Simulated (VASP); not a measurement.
Set up this calculation in VASP 6.6.1, as the native input.

```
Task                   : single point
Functional             : LDA
Potentials or basis    : VASP PAW LDA potentials, release 64 (Ga_d, Sb)
Cutoff                 : 520 eV
k mesh                 : 18 × 18 × 18
Occupations            : gaussian, width 0.15 eV
Spin                   : no spin polarisation
Dipole correction      : no
Further INCAR settings : ALGO = Normal; EDIFF = 1e-06; NBANDS = 16
```

The structure of GaSb lies in POSCAR:

```
GaSb
1.0
   -1.5979222753      2.6798813663      2.9992465649
    1.5979222753     -2.6798813663      2.9992465649
    1.5979222753      2.6798813663     -2.9992465649
Ga Sb
1 1
Direct
    0.0000000000      0.0000000000      0.0000000000
    0.5000000000      0.5000000000      0.0000000000
```

These files were run (other wordings do the same):

INCAR

```
ALGO = Normal ; EDIFF = 1E-6
ENCUT = 520 ; GGA = CA
ISIF = 2 ; ISMEAR = 0
LASPH = True ; LCHARG = True
LELF = True ; LREAL = False
LVHAR = True ; LWAVE = False
NBANDS = 16 ; NELM = 100
PREC = Accurate ; SIGMA = 0.15
```

KPOINTS

```
k-points
0
Gamma
  18 18 18
```

Potentials or basis: VASP PAW LDA potentials, release 64 (Ga_d, Sb).

Launch:

```sh
$ cat potpaw_LDA.64/Ga_d/POTCAR potpaw_LDA.64/Sb/POTCAR > POTCAR
$ mpirun -np 1 vasp_std > vasp.out
```

Results of the run:

| Quantity | Value |
| --- | --- |
| Pressure | -6.8 GPa |
| Band gap on the k mesh | zero (bands 9 and 10 overlap by 4.50 eV) |

Caveat: the cell stands under tension; spin-orbit coupling is left out, which moves the levels of the heavy elements.

It took 2.4 min on 1 thread of Intel(R) Xeon(R) 6975P-C (Granite Rapids), on a shared host, peak memory 0.77 GiB.
